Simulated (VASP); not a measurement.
# KI (I4/mmm) in VASP: a series of runs

Runs on KI. Level: PBEsol. Tasks: single point.

Everything below comes from runs of VASP 6.6.1. Logs are shortened: lines on timing, memory, paths and dates and some standing lists are left out, and cuts for length are marked.

## Step 1: The cell of the first run

Symmetry: I4/mmm, No. 139, tetragonal system. Conventional cell: a = 4.935 Å, b = 4.935 Å, c = 7.049 Å, α = 90.00°, β = 90.00°, γ = 90.00°. K (site symmetry 4/mmm) has 6 I at 3.49 to 3.52 Å within 4.6 Å. I (site symmetry 4/mmm) has 6 K at 3.49 to 3.52 Å within 4.6 Å.

## Step 2: Single point, PBEsol (equal xx and yy strain of -1 %)

INCAR reads:

```
PREC = Accurate
ENCUT = 520
EDIFF = 1E-7
ISMEAR = -1
SIGMA = 0.01
LREAL = F
LASPH = T
NELM = 80
ALGO = Normal
ISIF = 2
LWAVE = F
LCHARG = T
GGA = PS
LELF = T
LVHAR = T
NBANDS = 15
```

KPOINTS reads:

```
regular mesh
0
Gamma
  8 8 8
```

POSCAR reads:

```
KI
1.0
    0.0000000000      3.4893045000      3.5245500000
    3.4893045000      0.0000000000      3.5245500000
    3.4893045000      3.4893045000      0.0000000000
K I
1 1
Direct
    0.0000000000      0.0000000000      0.0000000000
    0.5000000000      0.5000000000      0.5000000000
```

Potentials or basis: VASP PAW PBE potentials, release 64 (K_sv, I).

Started as:

```
$ cat potpaw_PBE.64/K_sv/POTCAR potpaw_PBE.64/I/POTCAR > POTCAR
$ mpirun -np 1 vasp_std > vasp.out
```

OUTCAR:

```text
PREC = Accurate
   ENCUT = 520
   EDIFF = 1E-7
   ISMEAR = -1
   LREAL = F
   LASPH = T
   NELM = 80
   ISIF = 2
   GGA = PS

 ion  position               nearest neighbor table
   1  0.000  0.000  0.000-   2 3.49   2 3.49   2 3.49   2 3.49   2 3.52   2 3.52
   2  0.500  0.500  0.500-   1 3.49   1 3.49   1 3.49   1 3.49   1 3.52   1 3.52

  LATTYP: Found a body centered tetragonal cell.
 ALAT       =     4.9346217471
 C/A-ratio  =     1.4284985479

  Lattice vectors:

 A1 = (  -3.4893045000,   0.0000000000,   3.5245500000)
 A2 = (   3.4893045000,   0.0000000000,   3.5245500000)
 A3 = (   0.0000000000,   3.4893045000,  -3.5245500000)

Analysis of symmetry for initial positions (statically):
=====================================================================
 Subroutine PRICEL returns:
 Original cell was already a primitive cell.

 Routine SETGRP: Setting up the symmetry group for a
 body centered tetragonal supercell.

 Subroutine GETGRP returns: Found 16 space group operations
 (whereof 16 operations were pure point group operations)
 out of a pool of 16 trial point group operations.

The static configuration has the point symmetry D_4h.

Analysis of symmetry for dynamics (positions and initial velocities):
=====================================================================
 Subroutine PRICEL returns:
 Original cell was already a primitive cell.

 Routine SETGRP: Setting up the symmetry group for a
 body centered tetragonal supercell.

 Subroutine GETGRP returns: Found 16 space group operations
 (whereof 16 operations were pure point group operations)
 out of a pool of 16 trial point group operations.

The dynamic configuration has the point symmetry D_4h.

 Subroutine INISYM returns: Found 16 space group operations
 (whereof 16 operations are pure point group operations),
 and found     1 'primitive' translations

----------------------------------------------------------------------------------------

                                     Primitive cell

  volume of cell :      85.8245

  direct lattice vectors                    reciprocal lattice vectors
     0.000000000  3.489304500  3.524550000    -0.143295032  0.143295032  0.141862082
     3.489304500  0.000000000  3.524550000     0.143295032 -0.143295032  0.141862082
     3.489304500  3.489304500  0.000000000     0.143295032  0.143295032 -0.141862082

  length of vectors
     4.959606698  4.959606698  4.934621747     0.247369729  0.247369729  0.247369729

  position of ions in fractional coordinates (direct lattice)
     0.000000000  0.000000000  0.000000000
     0.500000000  0.500000000  0.500000000

  ion indices of the primitive-cell ions
   primitive index   ion index
                 1           1
                 2           2

----------------------------------------------------------------------------------------

 KPOINTS: regular mesh

Automatic generation of k-mesh.
 Grid dimensions read from file:
 generate k-points for:    8    8    8

 Generating k-lattice:

  Cartesian coordinates                     Fractional coordinates (reciprocal lattice)
    -0.017911879  0.017911879  0.017732760     0.125000000  0.000000000  0.000000000
     0.017911879 -0.017911879  0.017732760     0.000000000  0.125000000  0.000000000
     0.017911879  0.017911879 -0.017732760    -0.000000000 -0.000000000  0.125000000

  Length of vectors
     0.030921216  0.030921216  0.030921216

  Shift w.r.t. Gamma in fractional coordinates (k-lattice)
     0.000000000  0.000000000  0.000000000

 Subroutine IBZKPT returns following result:
 ===========================================

 Found     59 irreducible k-points:

 Following reciprocal coordinates:
            Coordinates               Weight
  0.000000  0.000000  0.000000      1.000000
  0.125000  0.000000  0.000000      8.000000
  0.250000  0.000000  0.000000      8.000000
  0.375000  0.000000  0.000000      8.000000
  0.500000  0.000000  0.000000      4.000000
  0.125000  0.125000  0.000000      2.000000
[... 16 lines left out ...]
  0.250000  0.000000  0.125000     16.000000
[... 44 lines left out ...]
 cond. band min:       3.5051180833   @ k =   0.0000   0.0000   0.0000
 fundamental gap:      3.8708781722
 Fermi energy:        -0.0919280848

 k-point     1 :       0.0000    0.0000    0.0000
  band No.  band energies     occupation
      1     -28.6464      2.00000
      2     -12.2032      2.00000
      3     -12.2032      2.00000
      4     -12.2021      2.00000
      5     -10.9465      2.00000
      6      -0.3691      2.00000
      7      -0.3658      2.00000
      8      -0.3658      2.00000
      9       3.5051      0.00000
     10       6.0040      0.00000
     11       6.0672      0.00000
     12       6.0672      0.00000
     13       6.7855      0.00000
     14       6.8259      0.00000
     15       9.2646      0.00000

 k-point     2 :       0.1250    0.0000    0.0000
  band No.  band energies     occupation
      1     -28.6460      2.00000
      2     -12.2359      2.00000
      3     -12.2035      2.00000
      4     -12.2029      2.00000
      5     -10.8932      2.00000
      6      -0.6466      2.00000
      7      -0.4270      2.00000
      8      -0.4243      2.00000
      9       3.9048      0.00000
     10       5.9633      0.00000
     11       6.2025      0.00000
     12       6.2402      0.00000
     13       6.9728      0.00000
     14       7.0149      0.00000
     15       9.8236      0.00000

 k-point     3 :       0.2500    0.0000    0.0000
  band No.  band energies     occupation
      1     -28.6451      2.00000
      2     -12.3068      2.00000
      3     -12.2042      2.00000
      4     -12.2041      2.00000
      5     -10.7721      2.00000
      6      -1.1864      2.00000
      7      -0.5615      2.00000
      8      -0.5580      2.00000
      9       4.6189      0.00000
     10       6.1337      0.00000
     11       6.6571      0.00000
     12       6.6954      0.00000
     13       7.5150      0.00000
     14       7.5581      0.00000
     15       9.9889      0.00000
[... 343 lines left out ...]
 k-point    23 :       0.2500    0.0000    0.1250
  band No.  band energies     occupation
      1     -28.6451      2.00000
      2     -12.2858      2.00000
      3     -12.2086      2.00000
      4     -12.2066      2.00000
      5     -10.7969      2.00000
      6      -1.0938      2.00000
      7      -0.5613      2.00000
      8      -0.5409      2.00000
      9       4.6103      0.00000
     10       5.5289      0.00000
     11       6.8433      0.00000
     12       6.8912      0.00000
     13       7.2665      0.00000
     14       7.6412      0.00000
     15      10.1396      0.00000

 k-point    24 :       0.3750   -0.0000    0.1250
  band No.  band energies     occupation
      1     -28.6443      2.00000
      2     -12.3405      2.00000
      3     -12.2096      2.00000
      4     -12.2081      2.00000
      5     -10.6969      2.00000
      6      -1.4771      2.00000
      7      -0.7205      2.00000
      8      -0.6638      2.00000
      9       5.0474      0.00000
     10       6.0882      0.00000
     11       7.2891      0.00000
     12       7.3548      0.00000
     13       7.9853      0.00000
     14       8.0439      0.00000
     15       9.6674      0.00000

 [... further k-points ...]
[... 5 lines left out ...]
  --------------------------------------------------------------------------------------
  -------------------------------------------------------------------------------------
  Total        0.0835353      0.0835353     -0.0582621      0.0000000     -0.0000000     -0.0000000
  in kB        1.5594427      1.5594427     -1.0876403      0.0000000     -0.0000000     -0.0000000
  external PRESSURE =       0.6770817 kB  Pullay stress =       0.0000000 kB

 VOLUME and BASIS-vectors are now :
 -----------------------------------------------------------------------------
  energy-cutoff  :      520.00
  volume of cell :       85.82
      direct lattice vectors                 reciprocal lattice vectors
     0.000000000  3.489304500  3.524550000    -0.143295032  0.143295032  0.141862082
     3.489304500  0.000000000  3.524550000     0.143295032 -0.143295032  0.141862082
     3.489304500  3.489304500  0.000000000     0.143295032  0.143295032 -0.141862082

 POSITION                                       TOTAL-FORCE (eV/Angst)
 -----------------------------------------------------------------------------------
      0.00000      0.00000      0.00000         0.000000      0.000000     -0.000000
      3.48930      3.48930      3.52455         0.000000      0.000000      0.000000
 -----------------------------------------------------------------------------------
    total drift:                                0.000000     -0.000000     -0.000000

  FREE ENERGIE OF THE ION-ELECTRON SYSTEM (eV)
  ---------------------------------------------------
  free  energy   TOTEN  =        -5.8154331851 eV

  energy  without entropy=       -5.8154331851  energy(sigma->0) =       -5.81543319
```

Wall time 87 s (1 thread of Intel Xeon Platinum 8259CL at 2.50GHz (Skylake/Cascade Lake), shared host); peak memory 0.27 GiB.

Results:

| Property | Result |
| --- | --- |
| Free energy | -5.8154 eV |
| Pressure | 0.1 GPa |
| Band gap on the k mesh | 3.87 eV, direct |

Stress tensor (GPa, compression positive):
```
 0.16  0.00  0.00
 0.00  0.16  0.00
 0.00  0.00 -0.11
```

Levels at points of the mesh, in eV from the valence-band top:
```tsv
k point	band 5	band 6	band 7	band 8	band 9	band 10	band 11	band 12
(0.00, 0.00, 0.00)	-10.58	0.00	0.00	0.00	3.87	6.37	6.43	6.43
(0.50, 0.00, 0.00)	-10.25	-1.42	-0.37	-0.37	5.41	7.68	8.08	8.16
(0.50, 0.50, 0.00)	-10.43	-1.07	-0.38	-0.38	4.78	5.73	8.08	8.76
(0.50, 0.00, 0.50)	-10.42	-1.06	-0.40	-0.39	4.77	5.73	8.11	8.76
```

Caveat: the cell differs from its parent crystal (equal xx and yy strain of -1 %); the PAW data sets were made with another functional, which shifts forces and pressure a little; spin-orbit coupling is left out, which moves the levels of the heavy elements. A k mesh can miss the band edges.

## Step 3: Single point, PBEsol (zz strain of -1 %)

INCAR reads:

```
PREC = Accurate ; ENCUT = 520
EDIFF = 1E-7 ; ISMEAR = -1
SIGMA = 0.01 ; LREAL = F
LASPH = T ; NELM = 100
ALGO = Normal ; ISIF = 2
LWAVE = F ; LCHARG = F
GGA = PS ; NBANDS = 15
```

KPOINTS is that of step 2.

POSCAR reads:

```
KI
1.0
    0.0000000000      3.5245500000      3.4893045000
    3.5245500000      0.0000000000      3.4893045000
    3.5245500000      3.5245500000      0.0000000000
K I
1 1
Direct
    0.0000000000      0.0000000000      0.0000000000
    0.5000000000      0.5000000000      0.5000000000
```

Potentials or basis: VASP PAW PBE potentials, release 64 (K_sv, I).

Started as:

```
$ cat potpaw_PBE.64/K_sv/POTCAR potpaw_PBE.64/I/POTCAR > POTCAR
$ mpirun -np 1 vasp_std > vasp.out
```

It took 45 s on 1 thread of Intel Xeon 6975P-C (Granite Rapids), shared host; peak memory 0.27 GiB.

Results (log left out):

```yaml
Free_energy: -5.8155 eV
Pressure: -0.1 GPa
Band_gap_on_the_k_mesh: 3.85 eV, direct
```

Stress tensor (GPa, compression positive):
```
-0.14  0.00  0.00
 0.00 -0.14  0.00
 0.00  0.00  0.12
```

Levels at points of the mesh, in eV from the valence-band top:
```
           k point  band 4  band 5  band 6  band 7  band 8  band 9  band 10  band 11  band 12  band 13
(0.00, 0.00, 0.00)  -11.85  -10.57    0.00    0.00    0.00    3.85     6.40     6.40     6.46     7.15
(0.50, 0.00, 0.00)  -11.86  -10.25   -1.39   -0.36   -0.36    5.40     7.66     8.06     8.14     8.69
(0.50, 0.50, 0.00)  -11.87  -10.41   -1.04   -0.40   -0.40    4.79     5.71     8.10     8.73     8.76
(0.50, 0.00, 0.50)  -11.87  -10.41   -1.05   -0.39   -0.37    4.80     5.71     8.08     8.72     8.73
```

Caveat: the cell differs from its parent crystal (zz strain of -1 %); the PAW data sets were made with another functional, which shifts forces and pressure a little; spin-orbit coupling is left out, which moves the levels of the heavy elements. A k mesh can miss the band edges.

## Step 4: Single point, PBEsol (zz strain of +1 %)

INCAR reads:

```
SYSTEM = KI
PREC     = Accurate       ! precision mode
ENCUT    = 520            ! plane-wave cutoff, eV
EDIFF    = 1E-6           ! SCF threshold, eV
ISMEAR   = -1             ! smearing method
SIGMA    = 0.01           ! smearing width, eV
LREAL    = .False.        ! projectors in reciprocal space
LASPH    = .True.         ! aspherical terms in the spheres
NELM     = 80             ! most SCF steps
ALGO     = Normal         ! electronic algorithm
ISIF     = 2              ! what is computed and relaxed
LWAVE    = .False.        ! write WAVECAR
LCHARG   = .False.        ! write CHGCAR
GGA      = PS             ! functional
NBANDS   = 15             ! bands
```

KPOINTS reads:

```
regular mesh
0
Gamma
  8 8 8
  0 0 0
```

POSCAR reads:

```
KI
1.0
    0.0000000000      3.5245500000      3.5597955000
    3.5245500000      0.0000000000      3.5597955000
    3.5245500000      3.5245500000      0.0000000000
K I
1 1
Direct
    0.0000000000      0.0000000000      0.0000000000
    0.5000000000      0.5000000000      0.5000000000
```

Started as:

```
$ cat potpaw_PBE.64/K_sv/POTCAR potpaw_PBE.64/I/POTCAR > POTCAR
$ mpirun -np 1 vasp_std > vasp.out
```

Run time: 43 s. Hardware: 1 thread of Intel Xeon 6975P-C (Granite Rapids), shared host; peak memory 0.27 GiB.

It converged, with:

| Item | Value |
| --- | --- |
| Free energy | -5.8138 eV |
| Pressure | -0.3 GPa |
| Band gap on the k mesh | 3.81 eV, direct |

Stress tensor (GPa, compression positive):
```
-0.20  0.00  0.00
 0.00 -0.20  0.00
 0.00  0.00 -0.42
```

Levels at points of the mesh, in eV from the valence-band top:
| k point | band 4 | band 5 | band 6 | band 7 | band 8 | band 9 | band 10 | band 11 | band 12 | band 13 |
| --- | --- | --- | --- | --- | --- | --- | --- | --- | --- | --- |
| (0.00, 0.00, 0.00) | -11.88 | -10.53 | 0.00 | 0.00 | 0.00 | 3.81 | 6.39 | 6.45 | 6.45 | 7.15 |
| (0.50, 0.00, 0.00) | -11.89 | -10.24 | -1.34 | -0.34 | -0.34 | 5.38 | 7.60 | 8.02 | 8.10 | 8.66 |
| (0.50, 0.50, 0.00) | -11.90 | -10.39 | -1.02 | -0.36 | -0.36 | 4.84 | 5.66 | 8.05 | 8.61 | 8.66 |
| (0.50, 0.00, 0.50) | -11.90 | -10.39 | -1.01 | -0.38 | -0.37 | 4.83 | 5.67 | 8.08 | 8.65 | 8.67 |

Caveat: the cell differs from its parent crystal (zz strain of +1 %); the PAW data sets were made with another functional, which shifts forces and pressure a little; spin-orbit coupling is left out, which moves the levels of the heavy elements. A k mesh can miss the band edges.

## Step 5: Single point, PBEsol (zz strain of +2 %)

INCAR reads:

```
SYSTEM = KI
ALGO = Normal
EDIFF = 1E-7
ENCUT = 520
GGA = PS
ISIF = 2
ISMEAR = -1
LASPH = .True.
LCHARG = .False.
LREAL = .False.
LWAVE = .False.
NBANDS = 15
NELM = 100
PREC = Accurate
SIGMA = 0.01
```

KPOINTS reads:

```
k-points
0
Gamma
  8 8 8
  0 0 0
```

POSCAR reads:

```
KI
1.0
    0.0000000000      3.5245500000      3.5950410000
    3.5245500000      0.0000000000      3.5950410000
    3.5245500000      3.5245500000      0.0000000000
K I
1 1
Direct
    0.0000000000      0.0000000000      0.0000000000
    0.5000000000      0.5000000000      0.5000000000
```

Started as:

```
$ cat potpaw_PBE.64/K_sv/POTCAR potpaw_PBE.64/I/POTCAR > POTCAR
$ mpirun -np 1 vasp_std > vasp.out
```

It took 53 s on 1 thread of Intel Xeon 6975P-C (Granite Rapids), shared host; peak memory 0.27 GiB.

It converged, with:

```yaml
Free_energy: -5.8109 eV
Pressure: -0.4 GPa
Band_gap_on_the_k_mesh: 3.79 eV, direct
```

Stress tensor (GPa, compression positive):
```
-0.24  0.00  0.00
 0.00 -0.24  0.00
 0.00  0.00 -0.65
```

Levels at points of the mesh, in eV from the valence-band top:
```
           k point  band 4  band 5  band 6  band 7  band 8  band 9  band 10  band 11  band 12  band 13
(0.00, 0.00, 0.00)  -11.90  -10.52    0.00    0.00    0.00    3.79     6.35     6.47     6.47     7.13
(0.50, 0.00, 0.00)  -11.90  -10.24   -1.32   -0.34   -0.33    5.37     7.57     7.97     8.12     8.64
(0.50, 0.50, 0.00)  -11.92  -10.38   -1.01   -0.35   -0.35    4.86     5.64     8.03     8.53     8.63
(0.50, 0.00, 0.50)  -11.92  -10.38   -0.99   -0.39   -0.36    4.84     5.65     8.07     8.62     8.64
```

Caveat: the cell differs from its parent crystal (zz strain of +2 %); the PAW data sets were made with another functional, which shifts forces and pressure a little; spin-orbit coupling is left out, which moves the levels of the heavy elements. A k mesh can miss the band edges.

## Step 6: Single point, PBEsol (equal xx and yy strain of +1 %)

INCAR: that of step 5 with these lines changed.

```diff
@@ -12,3 +12,3 @@
 NBANDS = 15
-NELM = 100
+NELM = 60
 PREC = Accurate
```

KPOINTS is that of step 5.

POSCAR reads:

```
KI
1.0
    0.0000000000      3.5597955000      3.5245500000
    3.5597955000      0.0000000000      3.5245500000
    3.5597955000      3.5597955000      0.0000000000
K I
1 1
Direct
    0.0000000000      0.0000000000      0.0000000000
    0.5000000000      0.5000000000      0.5000000000
```

Potentials or basis: VASP PAW PBE potentials, release 64 (K_sv, I).

Started as:

```
$ cat potpaw_PBE.64/K_sv/POTCAR potpaw_PBE.64/I/POTCAR > POTCAR
$ mpirun -np 1 vasp_std > vasp.out
```

Wall time 48 s (1 thread of Intel Xeon 6975P-C (Granite Rapids), shared host); peak memory 0.28 GiB.

Results (log left out):

* Free energy: -5.8120 eV
* Pressure: -0.4 GPa
* Band gap on the k mesh: 3.79 eV, direct

Stress tensor (GPa, compression positive):
```
-0.46  0.00  0.00
 0.00 -0.46  0.00
 0.00  0.00 -0.24
```

Levels at points of the mesh, in eV from the valence-band top:
```csv
k point,band 4,band 5,band 6,band 7,band 8,band 9,band 10,band 11,band 12,band 13
"(0.00, 0.00, 0.00)",-11.90,-10.52,0.00,0.00,0.00,3.79,6.41,6.41,6.47,7.15
"(0.50, 0.00, 0.00)",-11.90,-10.24,-1.32,-0.33,-0.33,5.37,7.57,8.00,8.08,8.64
"(0.50, 0.50, 0.00)",-11.92,-10.38,-0.99,-0.38,-0.38,4.84,5.65,8.08,8.62,8.64
"(0.50, 0.00, 0.50)",-11.92,-10.38,-1.00,-0.37,-0.36,4.85,5.64,8.05,8.57,8.63
```

Caveat: the cell differs from its parent crystal (equal xx and yy strain of +1 %); the PAW data sets were made with another functional, which shifts forces and pressure a little; spin-orbit coupling is left out, which moves the levels of the heavy elements. A k mesh can miss the band edges.

## Step 7: Summary

```tsv
cell	gap on the mesh (eV)	pressure (GPa)
a = 4.960, b = 4.960, c = 4.935 Å, angles 60.2, 60.2, 59.7°, 2 atoms	3.87	0.1
a = 4.960, b = 4.960, c = 4.984 Å, angles 59.8, 59.8, 60.3°, 2 atoms	3.85	-0.1
a = 5.009, b = 5.009, c = 4.984 Å, angles 60.2, 60.2, 59.7°, 2 atoms	3.81	-0.3
a = 5.035, b = 5.035, c = 4.984 Å, angles 60.3, 60.3, 59.3°, 2 atoms	3.79	-0.4
a = 5.009, b = 5.009, c = 5.034 Å, angles 59.8, 59.8, 60.3°, 2 atoms	3.79	-0.4
```

Alike in all rows: task single point; level PBEsol; potentials or basis VASP PAW PBE potentials, release 64 (K_sv, I); no spin polarisation; k mesh 8 × 8 × 8; cutoff (eV) 520; smearing fermi-dirac 0.01 eV.

Caveats: the PAW data sets were made with another functional, which shifts forces and pressure a little; spin-orbit coupling is left out, which moves the levels of the heavy elements.

Absolute energies hang on the potentials; compare differences alone.
